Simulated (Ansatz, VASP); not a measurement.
# Two plane-wave programs on PbS

File INCAR:

```
SYSTEM = PbS
PREC = Accurate
ENCUT = 500
EDIFF = 1E-6
ISMEAR = 0
SIGMA = 0.01
LREAL = .False.
LASPH = .True.
NELM = 120
ALGO = Normal
ISIF = 2
LWAVE = .False.
LCHARG = .False.
GGA = PS
IVDW = 12
NBANDS = 17
GGA_COMPAT = .False.
```

File KPOINTS:

```
regular mesh
0
Gamma
  5 5 4
  0 0 0
```

Contents of POSCAR:

```
PbS
1.0
    4.0896980000      0.0000000000      0.0000000000
   -2.0448490000      3.5417820000      0.0000000000
    0.0000000000      0.0000000000      3.7881670000
Pb S
1 1
Direct
    0.0000000000      0.0000000000      0.0000000000
    0.6666666667      0.3333333333      0.5000000000
```

Input for Ansatz:

```yaml
crystal:
  lattice:
    - [4.089698, 0.0, 0.0]
    - [-2.044849, 3.541782, 0.0]
    - [0.0, 0.0, 3.788167]
  atoms:
    - { symbol: Pb, position: [0.0, 0.0, 0.0] }
    - { symbol: S, position: [0.6666666666666666, 0.3333333333333333, 0.5] }
accuracy: medium
basis:
  ecutwfc: 530.0
kpoints:
  mp_grid:
    grid: [5, 5, 4]
  band_path:
    path:
      - [0.0, 0.0, 0.0]
      - [0.5, 0.0, 0.0]
      - [0.33333, 0.33333, 0.0]
      - [0.0, 0.0, 0.0]
      - [0.0, 0.0, 0.5]
    npoints: 8
hamiltonian:
  xc: pbesol
  dispersion: d3bj
scf:
  max_iter: 100
  n_extra_bands: 8
  occupations:
    method: fixed
  eigensolver:
    kind: auto
    full_accuracy: true
```

Alike in both runs: task single point; functional PBEsol; dispersion D3(BJ); k mesh 5 × 5 × 4; no spin polarisation.

```csv
,VASP,Ansatz
version,VASP 6.6.1,Ansatz 0.2.0
potentials or method,"VASP PAW PBE potentials, release 64 (Pb_d, S), cutoff 500 eV","plane waves, PAW"
occupations,"gaussian, width 0.01 eV",fixed
valence electrons in the cell,20,20
```

|  | VASP | Ansatz | Ansatz less VASP |
| --- | --- | --- | --- |
| gap on the k mesh at the Fermi level (eV) | 0.06 | 0.05 | -0.003 |

VASP's potentials were made for PBE, not for PBEsol. Ansatz's warnings: metallic iterate.

Spin-orbit coupling is off throughout.
